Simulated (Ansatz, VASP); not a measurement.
Two plane-wave programs on Te

The input INCAR:

```
SYSTEM = Te
PREC = Accurate
ENCUT = 600
EDIFF = 1E-6
ISMEAR = -1
SIGMA = 0.1
LREAL = .False.
LASPH = .True.
NELM = 100
ALGO = Normal
ISIF = 3
LWAVE = .False.
LCHARG = .False.
GGA = PE
IBRION = 2
NSW = 60
EDIFFG = -0.005
```

Contents of KPOINTS:

```
Automatic mesh
0
Gamma
  10 10 10
  0 0 0
```

File POSCAR:

```
Te
1.0
    0.0000000000      3.3095529740      3.3095529740
    3.3095529740      0.0000000000      3.3095529740
    3.3095529740      3.3095529740      0.0000000000
Te
2
Direct
   -0.1250000000     -0.1250000000     -0.1250000000
    0.1250000000      0.1250000000      0.1250000000
```

Input for Ansatz:

```yaml
crystal:
  lattice:
    - [0.0, 3.309552974, 3.309552974]
    - [3.309552974, 0.0, 3.309552974]
    - [3.309552974, 3.309552974, 0.0]
  atoms:
    - { symbol: Te, position: [-0.125, -0.125, -0.125] }
    - { symbol: Te, position: [0.125, 0.125, 0.125] }
kpoints:
  mp_grid: { grid: [10, 10, 10] }
scf:
  occupations: { method: fermi_dirac, width: 0.1 }
hamiltonian:
  xc: pbe
  pseudopotentials: { kind: paw }
output:
  forces: true
  stress: true
relax:
  f_tol: 0.005
  max_steps: 40
  cell: {}
```

Alike in both runs: task relaxation of cell and atoms; functional PBE; k mesh 10 × 10 × 10; occupations fermi-dirac, width 0.1 eV; no spin polarisation.

|  | VASP | Ansatz |
| --- | --- | --- |
| version | VASP 6.6.1 | Ansatz 0.2.0 |
| potentials or method | VASP PAW PBE potentials, release 64 (Te) | PAW with Ansatz's default frozen-core files, scalar-relativistic |
| plane-wave cutoff (eV) | 600 | 420 |
| valence electrons in the cell | 12 | 32 |

```csv
,VASP,Ansatz,Ansatz less VASP
relaxed volume (Å³/atom),46.35,46.38,+0.035
relaxed length of the cell vector where the two differ most in proportion (Å),5.080,5.081,+0.0013
```

VASP's potentials hold 12 valence electrons a cell and Ansatz's 32, so a difference there can come from the potentials and not from the codes.

Neither program's run includes spin-orbit coupling. Noted on VASP's run: the volume moved by over 15 % at a fixed basis, so the end points are rough.
